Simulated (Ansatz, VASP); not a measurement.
Na2H in VASP and in Ansatz

```
Na H
1.0
     0.00000    3.27520    3.27471
     3.91310    0.00000    3.27471
     3.91310    3.27520    0.00000
Na H
2 1
Direct
  0.50022 0.99978 0.99978
  0.99978 0.50022 0.50022
  0.00000 0.00000 0.00000
```

Alike in both runs: functional PBE; k mesh 6 × 6 × 6; occupations gaussian, width 0.1 eV; no spin polarisation.

Ansatz relaxed the structure, and its values are those at the end. VASP's run is a single point on that final structure, the one shown.

|  | VASP | Ansatz |
| --- | --- | --- |
| version | VASP 6.6.1 | Ansatz 0.2.0 |
| potentials or method | VASP PAW PBE potentials, release 64 (Na_pv, H), cutoff 520 eV | scalar-relativistic, plane waves, PAW |
| valence electrons in the cell | 15 | 19 |

```tsv
	VASP	Ansatz	Ansatz less VASP
gap on the k mesh at the Fermi level (eV)	none	none	-
pressure (GPa)	0.0	0.0	+0.01
```

A gap of «none» marks a metal or a gap that the smearing closes. VASP's potentials hold 15 valence electrons a cell and Ansatz's 19, so a difference there can come from the potentials and not from the codes.
